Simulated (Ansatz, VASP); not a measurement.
# Pd in VASP and in Ansatz

```
Pd
1.0
     2.76432    0.00000    0.00000
     0.00000    2.76432    0.00000
     0.00000    0.00000    3.90793
Pd
2
Direct
  0.00000 0.00000 0.00000
  0.50000 0.50000 0.50000
```

Alike in both runs: functional r2SCAN; k mesh 11 × 11 × 8; occupations fermi-dirac, width 0.05 eV; collinear spin.

Ansatz relaxed the structure, and its values are those at the end. VASP's run is a single point on that final structure, the one shown.

```csv
,VASP,Ansatz
version,VASP 6.6.1,Ansatz 0.2.0
potentials or method,"VASP PAW PBE potentials, release 64 (Pd), cutoff 520 eV","plane waves (500 eV) with PAW, scalar-relativistic"
valence electrons in the cell,20,36
```

```tsv
	VASP	Ansatz	Ansatz less VASP
pressure (GPa)	0.7	0.0	-0.67
net moment per atom (μB)	0.00	0.00	0.000
```

VASP's potentials were made for PBE, not for r2SCAN. VASP's potentials hold 20 valence electrons a cell and Ansatz's 36, so a difference there can come from the potentials and not from the codes. Ansatz's warnings: seeded moment not kept.
